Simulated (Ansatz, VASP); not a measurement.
# One calculation of MgS, two programs

```
Mg S
1.0
     0.00000    2.47157    2.66669
     2.47157    0.00000    2.66669
     2.47157    2.47157    0.00000
Mg S
1 1
Direct
  0.00000 0.00000 0.00000
  0.50000 0.50000 0.50000
```

Change from the starting cell: strain -0.050 along x and y, +0.025 along z, atoms carried along.

Alike in both runs: task single point; functional PBE; k mesh 8 × 8 × 8; occupations gaussian, width 0.05 eV; no spin polarisation.

|  | VASP | Ansatz |
| --- | --- | --- |
| version | VASP 6.6.1 | Ansatz 0.2.0 |
| potentials or method | VASP PAW PBE potentials, release 64 (Mg, S), cutoff 520 eV | scalar-relativistic, plane waves, PAW |
| valence electrons in the cell | 8 | 16 |

```tsv
	VASP	Ansatz	Ansatz less VASP
gap on the k mesh at the Fermi level (eV)	2.67	2.68	+0.009
least direct gap on the mesh (eV)	4.17	4.18	+0.007
pressure (GPa)	9.1	9.4	+0.31
traceless stress, the component that is largest in VASP (GPa)	-7.37	-7.38	-0.014
```

VASP's potentials hold 8 valence electrons a cell and Ansatz's 16, so a difference there can come from the potentials and not from the codes.
